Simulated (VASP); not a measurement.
Here is a VASP 6.6.1 calculation.

File INCAR:

```
SYSTEM = PtS2
  ALGO = Normal
  EDIFF = 1E-7
  ENCUT = 520
  GGA = PE
  ISIF = 2
  ISMEAR = 0
  LASPH = .TRUE.
  LCHARG = .TRUE.
  LELF = .TRUE.
  LREAL = .FALSE.
  LVHAR = .TRUE.
  LWAVE = .FALSE.
  NBANDS = 18
  NELM = 80
  PREC = Accurate
  SIGMA = 0.05
```

The input KPOINTS:

```
k-points
0
G
  12 12 8
  0 0 0
```

POSCAR

```
PtS2
1.0
    3.4669498231      0.0000000000      0.0000000000
   -1.7334749115      2.8164234195      0.1479017365
    0.0000000000      0.2428701600      5.2262937480
Pt S
1 2
Direct
   -0.0200185370     -0.0400370740      0.0327883086
    0.3566680748      0.7133361496      0.2802632748
    0.6633504622      0.3267009244      0.6869484167
```

Potentials or basis: VASP PAW PBE potentials, release 64 (Pt, S).

Command:

```bash
$ cat potpaw_PBE.64/Pt/POTCAR potpaw_PBE.64/S/POTCAR > POTCAR
$ mpirun -np 1 vasp_std > vasp.out
```

Q: What does it give for the largest force?

A: 3.809 eV/Å.

Q: What does it give for the pressure?

A: 4.7 GPa.

Forces in eV/Å, atoms in the order of the input:
```
Pt   0.000  2.049 -3.211
S    0.000 -1.550  0.939
S    0.000 -0.500  2.272
```

Caveat: the cell differs from its parent crystal (strained and its atoms moved); the stress differs along the axes, from -7 to 12 GPa; forces of over 1 eV/Å act on the atoms, so gaps and moduli don't describe the material at rest.
